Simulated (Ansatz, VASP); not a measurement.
Nb: VASP beside Ansatz

File INCAR:

```
ALGO = Normal
EDIFF = 1E-6
ENCUT = 500
GGA = PS
GGA_COMPAT = F
ISIF = 2
ISMEAR = 0
LASPH = T
LCHARG = F
LREAL = F
LWAVE = F
NBANDS = 12
NELM = 120
PREC = Accurate
SIGMA = 0.1
```

KPOINTS

```
k-points
0
Gamma
  8 8 8
```

POSCAR

```
Nb
1.0
   -1.6342171726      1.6342171726      1.6342171726
    1.6342171726     -1.6342171726      1.6342171726
    1.6342171726      1.6342171726     -1.6342171726
Nb
1
Direct
    0.0000000000      0.0000000000      0.0000000000
```

Input for Ansatz:

```yaml
crystal:
  lattice:
    - [-1.6342171726, 1.6342171726, 1.6342171726]
    - [1.6342171726, -1.6342171726, 1.6342171726]
    - [1.6342171726, 1.6342171726, -1.6342171726]
  atoms:
    - { symbol: Nb, position: [0.0, 0.0, 0.0] }
basis:
  ecutwfc: 420
kpoints:
  mp_grid: { grid: [8, 8, 8] }
hamiltonian:
  xc: pbesol
scf:
  occupations: { method: gaussian, width: 0.1 }
output:
  forces: true
  stress: true
  eigenvalues: true
```

Alike in both runs: task single point; functional PBEsol; k mesh 8 × 8 × 8; occupations gaussian, width 0.1 eV; no spin polarisation.

|  | VASP | Ansatz |
| --- | --- | --- |
| version | VASP 6.6.1 | Ansatz 0.2.0 |
| potentials or method | VASP PAW PBE potentials, release 64 (Nb_sv), cutoff 500 eV | scalar-relativistic, plane waves, PAW |
| valence electrons in the cell | 13 | 13 |

```csv
,VASP,Ansatz,Ansatz less VASP
gap on the k mesh at the Fermi level (eV),none,none,-
pressure (GPa),0.9,1.4,+0.41
```

VASP's potentials were made for PBE, not for PBEsol. A gap of «none» marks a metal or a gap that the smearing closes.
